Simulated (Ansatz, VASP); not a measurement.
# SnO2 in VASP and in Ansatz

```
Sn O
1.0
     0.00000    2.30487    2.30487
     2.30487    0.00000    2.30487
     2.30487    2.30487    0.00000
Sn O
1 2
Direct
  0.00000 0.00000 0.00000
  0.25000 0.25000 0.25000
  0.75000 0.75000 0.75000
```

Change from the starting cell: volume scaled by 0.72, PAW files.

Alike in both runs: task single point; functional PBE; k mesh 12 × 12 × 12; occupations fermi-dirac, width 0.08 eV; no spin polarisation.

```csv
,VASP,Ansatz
version,VASP 6.6.1,Ansatz 0.2.0
potentials or method,"VASP PAW PBE potentials, release 64 (Sn_d, O)","PAW with Ansatz's default frozen-core files, scalar-relativistic"
plane-wave cutoff (eV),520,420
valence electrons in the cell,26,26
```

```csv
,VASP,Ansatz,Ansatz less VASP
gap on the k mesh at the Fermi level (eV),3.52,3.52,+0.002
pressure (GPa),136.0,133.9,-2.06
```

Both programs put the cell under a high pressure, so it lies far from rest at this level.

Noted on VASP's run: the cell as given lies far from equilibrium.
